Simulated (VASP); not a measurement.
**CdS3: single point with PBE**

The system is CdS3.

```xyz
4
Lattice="0.0000 3.2975 3.2975 3.2975 0.0000 3.2975 3.2975 3.2975 0.0000" Properties=species:S:1:pos:R:3 pbc="T T T"
Cd    0.0000    0.0000    0.0000
S     1.6488    1.6488    1.6488
S     4.9463    4.9463    4.9463
S     3.2975    3.2975    3.2975
```

```
Program                : VASP 6.6.1
Task                   : single point
Functional             : PBE
Potentials or basis    : VASP PAW PBE potentials, release 64 (Cd, S)
Cutoff                 : 500 eV
k mesh                 : 4 × 4 × 4
Occupations            : gaussian, width 0.1 eV
Spin                   : no spin polarisation
Dipole correction      : no
Further INCAR settings : ALGO = Normal; EDIFF = 1e-06; NBANDS = 23
```

- Pressure: 0.3 GPa
- Band gap on the k mesh: zero (band 15 reaches 5.44 eV, above the bottom of band 16 at 4.65 eV)

Levels at points of the mesh, in eV from the Fermi level:
| k point | band 12 | band 13 | band 14 | band 15 | band 16 | band 17 |
| --- | --- | --- | --- | --- | --- | --- |
| (0.00, 0.00, 0.00) | -2.72 | -2.72 | -2.72 | -0.59 | -0.59 | -0.59 |
| (0.50, 0.00, 0.00) | -3.00 | -3.00 | -1.58 | 0.20 | 0.81 | 0.81 |
| (0.50, 0.50, 0.00) | -1.48 | -0.31 | -0.31 | 0.02 | 0.62 | 0.62 |

Run time: 14 s on 1 thread of Intel(R) Xeon(R) Platinum 8488C (Sapphire Rapids) (shared host), peak memory 0.19 GiB.

Caveat: the k points lie up to 0.41 Å⁻¹ apart.
